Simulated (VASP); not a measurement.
Here is a VASP 6.6.1 calculation.

File INCAR:

```
SYSTEM = WSe2
PREC = Accurate ; ENCUT = 520
EDIFF = 1E-6 ; ISMEAR = 0
SIGMA = 0.01 ; LREAL = .FALSE.
LASPH = .TRUE. ; NELM = 60
ALGO = Normal ; ISIF = 2
LWAVE = .FALSE. ; LCHARG = .FALSE.
GGA = PE ; NBANDS = 35
```

The input KPOINTS:

```
Automatic mesh
0
G
  12 12 2
  0 0 0
```

The input POSCAR:

```
WSe2
1.0
    3.2996671441      0.0000000000      0.0000000000
   -1.6498335721      2.8575955708      0.0000000000
    0.0000000000      0.0000000000     13.1486334321
W Se
2 4
Direct
    0.3333333333      0.6666666667      0.2500000000
    0.6666666667      0.3333333333      0.7500000000
    0.3333333333      0.6666666667      0.6233392408
    0.6666666667      0.3333333333      0.1233392408
    0.3333333333      0.6666666667      0.8766607592
    0.6666666667      0.3333333333      0.3766607592
```

Potentials or basis: VASP PAW PBE potentials, release 64 (W_sv, Se).

Launch:

```sh
$ cat potpaw_PBE.64/W_sv/POTCAR potpaw_PBE.64/Se/POTCAR > POTCAR
$ mpirun -np 1 vasp_std > vasp.out
```

Q: What does it give for the band gap on the k mesh?

A: 1.04 eV (least direct gap 1.49 eV).

Q: Estimate the pressure.

A: 3.7 GPa.

Forces on the atoms (eV/Å):
```
W    0.000  0.000  0.000
W    0.000  0.000  0.000
Se   0.000  0.000 -0.325
Se   0.000  0.000 -0.325
Se   0.000  0.000  0.325
Se   0.000  0.000  0.325
```

Caveat: the cell stands under pressure; spin-orbit coupling is left out, which moves the levels of the heavy elements; this functional lacks dispersion, which binds layers or chains, so the pressure and a relaxed spacing across them are unreliable. A hybrid or GW would open this gap; PBE tends to underestimate it.
